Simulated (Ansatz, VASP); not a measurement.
Ca2Ag2O in VASP and in Ansatz

File INCAR:

```
SYSTEM = Ca2Ag2O
PREC = Accurate ; ENCUT = 600
EDIFF = 1E-6 ; ISMEAR = 0
SIGMA = 0.1 ; LREAL = .False.
LASPH = .True. ; NELM = 60
ALGO = Normal ; ISIF = 3
LWAVE = .False. ; LCHARG = .False.
GGA = PE ; IBRION = 2
NSW = 90 ; EDIFFG = -0.04
```

The input KPOINTS:

```
Automatic mesh
0
Gamma
  4 4 4
  0 0 0
```

POSCAR

```
Ca2Ag2O
1.0
    0.0000000000      4.6287325800      4.6287325800
    4.6287325800      0.0000000000      4.6287325800
    4.6287325800      4.6287325800      0.0000000000
Ca Ag O
4 4 2
Direct
    0.6250000000      0.6250000000      0.6250000000
    0.6250000000      0.6250000000      0.1250000000
    0.6250000000      0.1250000000      0.6250000000
    0.1250000000      0.6250000000      0.6250000000
    0.1250000000      0.1250000000      0.1250000000
    0.1250000000      0.1250000000      0.6250000000
    0.1250000000      0.6250000000      0.1250000000
    0.6250000000      0.1250000000      0.1250000000
    0.2500000000      0.2500000000      0.2500000000
    0.0000000000      0.0000000000      0.0000000000
```

Input for Ansatz:

```yaml
crystal:
  lattice:
    - [0.0, 4.62873258, 4.62873258]
    - [4.62873258, 0.0, 4.62873258]
    - [4.62873258, 4.62873258, 0.0]
  atoms:
    - { symbol: Ca, position: [0.625, 0.625, 0.625] }
    - { symbol: Ca, position: [0.625, 0.625, 0.125] }
    - { symbol: Ca, position: [0.625, 0.125, 0.625] }
    - { symbol: Ca, position: [0.125, 0.625, 0.625] }
    - { symbol: Ag, position: [0.125, 0.125, 0.125] }
    - { symbol: Ag, position: [0.125, 0.125, 0.625] }
    - { symbol: Ag, position: [0.125, 0.625, 0.125] }
    - { symbol: Ag, position: [0.625, 0.125, 0.125] }
    - { symbol: O, position: [0.25, 0.25, 0.25] }
    - { symbol: O, position: [0.0, 0.0, 0.0] }
basis:
  ecutwfc: 420
kpoints:
  mp_grid: { grid: [4, 4, 4] }
hamiltonian:
  xc: pbe
scf:
  occupations: { method: gaussian, width: 0.1 }
  lower_state_search: "off"
output:
  forces: true
  stress: true
  eigenvalues: true
relax:
  adjacent_minimum: "off"
  f_tol: 0.04
  max_steps: 70
  cell: { stress_tol: 0.4 }
```

Alike in both runs: task relaxation of cell and atoms; functional PBE; k mesh 4 × 4 × 4; occupations gaussian, width 0.1 eV; no spin polarisation.

|  | VASP | Ansatz |
| --- | --- | --- |
| version | VASP 6.6.1 | Ansatz 0.2.0 |
| potentials or method | VASP PAW PBE potentials, release 64 (Ca_sv, Ag, O), cutoff 600 eV | scalar-relativistic, plane waves, PAW |
| valence electrons in the cell | 96 | 128 |

|  | VASP | Ansatz | Ansatz less VASP |
| --- | --- | --- | --- |
| gap on the k mesh at the Fermi level, each at its own relaxed structure (eV) | none | none | - |
| relaxed volume (Å³/atom) | 25.77 | 25.76 | -0.008 |
| relaxed length of the cell vector where the two differ most in proportion (Å) | 7.143 | 7.142 | -0.0008 |

A gap of «none» marks a metal or a gap that the smearing closes. VASP's potentials hold 96 valence electrons a cell and Ansatz's 128, so a difference there can come from the potentials and not from the codes.

Noted on VASP's run: the volume moved by over 15 % at a fixed basis, so the end points are rough.
